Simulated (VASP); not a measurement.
Set up this calculation in VASP 6.6.1, as the native input.

| Item | Value |
| --- | --- |
| Task | single point |
| Functional | PBE |
| Dispersion | D3(BJ) |
| Potentials or basis | VASP PAW PBE potentials, release 64 (Ti_sv, O) |
| Cutoff | 520 eV |
| k mesh | 2 × 2 × 1 |
| Occupations | fermi-dirac, width 0.02 eV |
| Spin | no spin polarisation |
| Dipole correction | no |
| Further INCAR settings | LREAL = Auto; ALGO = Normal; EDIFF = 1e-07; NBANDS = 228 |

The structure of Ti17O32 (a cell with a defect) lies in POSCAR:

```
Ti17O32
1.0
   -4.5890000000     -4.8490000000      0.0000000000
    4.5890000000     -4.8490000000      0.0000000000
   -1.4163990000      0.0000000000      9.3655000000
Ti O
17 32
Direct
    0.2980191098      0.6402774462      0.0836794619
    0.8726770563      0.6140624776      0.1414980514
    0.6885861355      0.3459983149      0.4224547542
    0.1330343190      0.3995497189      0.3684266724
    0.3520250663      0.6333327394      0.6290747958
    0.8588159619      0.6003714994      0.6539106294
    0.6413488475      0.4008247965      0.8692007901
    0.1033739138      0.4310867998      0.8518605520
    0.8276719787      0.1497872912      0.1172601570
    0.3505975972      0.0982165913      0.1415727938
    0.1243915911      0.8807641111      0.3951524211
    0.6109215288      0.8969151385      0.3693342587
    0.8452768289      0.1172515275      0.6019433025
    0.3578329948      0.1162647573      0.6482942715
    0.1791270659      0.9049315028      0.8913565747
    0.6621329178      0.9292673709      0.8532059153
    0.5054683533      0.4485634058      0.2318295873
    0.2632317718      0.3658670115      0.1242539106
    0.6073366118      0.5711744214      0.0671080028
    0.7163525153      0.6119832240      0.3390635844
    0.4177155796      0.4697251298      0.4161763921
    0.9143364657      0.3160409317      0.2546046661
    0.0689017946      0.6825727362     -0.0137419252
    0.0847854076      0.6491597357      0.2565052587
    0.9653835971      0.3277696304      0.5032406172
    0.2527481435      0.3533974535      0.6402007367
    0.5975456684      0.4911942780      0.6154716780
    0.7448735516      0.6707997832      0.8618867119
    0.3673004797      0.4896803411      0.8960760237
    0.8908322770      0.3373384798      0.7406224975
    0.0841900322      0.6422277859      0.5089210400
    0.0918493243      0.6699778566      0.7453633015
    0.9254730032      0.3660303995      1.0055202605
    0.7494433522      0.8633015437      0.1477657359
    0.1027950163      0.0258500652      0.0997597566
    0.2158638583      0.1287845228      0.3467193423
    0.8569595583      0.9753357603      0.3968714964
    0.3839087425      0.8256602408      0.2464684213
    0.5907682236      0.2144287243      0.0222945919
    0.5865506921      0.1673573301      0.2697133095
    0.3883010197      0.8391685617      0.5012225722
    0.7617006246      0.8527765872      0.6408840959
    0.0983839521     -0.0131292604      0.6199989323
    0.2151372147      0.1622808096      0.8723826811
    0.9019546687      1.0263398250      0.9079387112
    0.4271924414      0.8319125287      0.7668464044
    0.5757090323      0.1355303985      0.5192888794
    0.5758073356      0.1809260115      0.7499225882
    0.4307983664      0.8771620378      0.9999039026
```

One way to write it, as run:

INCAR

```
SYSTEM = Ti17O32
PREC     = Accurate       ! precision mode
ENCUT    = 520            ! plane-wave cutoff, eV
EDIFF    = 1E-7           ! SCF threshold, eV
ISMEAR   = -1             ! smearing method
SIGMA    = 0.02           ! smearing width, eV
LREAL    = Auto         
LASPH    = .TRUE.         ! aspherical terms in the spheres
NELM     = 100            ! most SCF steps
ALGO     = Normal         ! electronic algorithm
ISIF     = 2              ! what is computed and relaxed
LWAVE    = .FALSE.        ! write WAVECAR
LCHARG   = .FALSE.        ! write CHGCAR
GGA      = PE             ! functional
IVDW     = 12             ! dispersion correction
NBANDS   = 228            ! bands
```

KPOINTS

```
regular mesh
0
G
  2 2 1
  0 0 0
```

Potentials or basis: VASP PAW PBE potentials, release 64 (Ti_sv, O).

Run with:

```console
$ cat potpaw_PBE.64/Ti_sv/POTCAR potpaw_PBE.64/O/POTCAR > POTCAR
$ mpirun -np 1 vasp_std > vasp.out
```

It gave:

| Quantity | Value |
| --- | --- |
| Pressure | 32.3 GPa |
| Largest force | 4.217 eV/Å |
| Band gap on the k mesh | zero (bands 198 and 199 overlap by 0.16 eV) |
| Dispersion energy per atom | -0.317 eV |

Caveat: the k points lie up to 0.67 Å⁻¹ apart; the atoms stand as in a frame of molecular dynamics; semilocal functionals often make such compounds metallic where correlation or magnetic order opens a gap, which also shifts bond lengths.

It took 43 min on 1 thread of Intel Xeon 8259CL, with other jobs on the host, peak memory 0.56 GiB.
